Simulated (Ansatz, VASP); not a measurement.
Mg5O in VASP and in Ansatz

The input INCAR:

```
SYSTEM = Mg5O
ALGO = Normal
EDIFF = 1E-6
EDIFFG = -0.04
ENCUT = 600
GGA = PE
IBRION = 2
ISIF = 3
ISMEAR = 0
LASPH = .True.
LCHARG = .False.
LREAL = .False.
LWAVE = .False.
NELM = 100
NSW = 90
PREC = Accurate
SIGMA = 0.1
```

KPOINTS

```
k-points
0
Gamma
  6 6 2
  0 0 0
```

POSCAR

```
Mg5O
1.0
    3.0977298615      0.0000000000      0.0000000000
   -1.5488649308      2.6827127541      0.0000000000
    0.0000000000      0.0000000000     13.2690272962
Mg O
5 1
Direct
    0.6666666667      0.3333333333      0.0996194709
    0.0000000000      0.0000000000      0.2967174284
    0.6666666667      0.3333333333      0.5000000000
    0.0000000000      0.0000000000      0.7032825716
    0.6666666667      0.3333333333      0.9003805291
    0.0000000000      0.0000000000      0.0000000000
```

Input for Ansatz:

```yaml
crystal:
  lattice:
    - [3.0977298615, 0.0, 0.0]
    - [-1.5488649308, 2.6827127541, 0.0]
    - [0.0, 0.0, 13.2690272962]
  atoms:
    - { symbol: Mg, position: [0.6666666667, 0.3333333333, 0.0996194709] }
    - { symbol: Mg, position: [0.0, 0.0, 0.2967174284] }
    - { symbol: Mg, position: [0.6666666667, 0.3333333333, 0.5] }
    - { symbol: Mg, position: [0.0, 0.0, 0.7032825716] }
    - { symbol: Mg, position: [0.6666666667, 0.3333333333, 0.9003805291] }
    - { symbol: O, position: [0.0, 0.0, 0.0] }
basis:
  ecutwfc: 420
kpoints:
  mp_grid: { grid: [6, 6, 2] }
hamiltonian:
  xc: pbe
scf:
  occupations: { method: gaussian, width: 0.1 }
  lower_state_search: "off"
output:
  forces: true
  stress: true
  eigenvalues: true
relax:
  adjacent_minimum: "off"
  f_tol: 0.04
  max_steps: 70
  cell: { stress_tol: 0.4 }
```

Change from the starting cell: species swapped into the Li5Mg type (P-6m2, No. 187).

Alike in both runs: task relaxation of cell and atoms; functional PBE; k mesh 6 × 6 × 2; occupations gaussian, width 0.1 eV; no spin polarisation.

|  | VASP | Ansatz |
| --- | --- | --- |
| version | VASP 6.6.1 | Ansatz 0.2.0 |
| potentials or method | VASP PAW PBE potentials, release 64 (Mg, O), cutoff 600 eV | scalar-relativistic, plane waves, PAW |
| valence electrons in the cell | 16 | 56 |

|  | VASP | Ansatz | Ansatz less VASP |
| --- | --- | --- | --- |
| gap on the k mesh at the Fermi level, each at its own relaxed structure (eV) | none | none | - |
| relaxed volume (Å³/atom) | 18.18 | 18.26 | +0.077 |
| relaxed cell length with the largest relative difference (Å) | 3.112 | 3.119 | +0.0072 |

A gap of «none» marks a metal or a gap that the smearing closes. VASP's potentials hold 16 valence electrons a cell and Ansatz's 56, so a difference there can come from the potentials and not from the codes.

The k mesh is coarse, so the values compare programs but aren't converged.
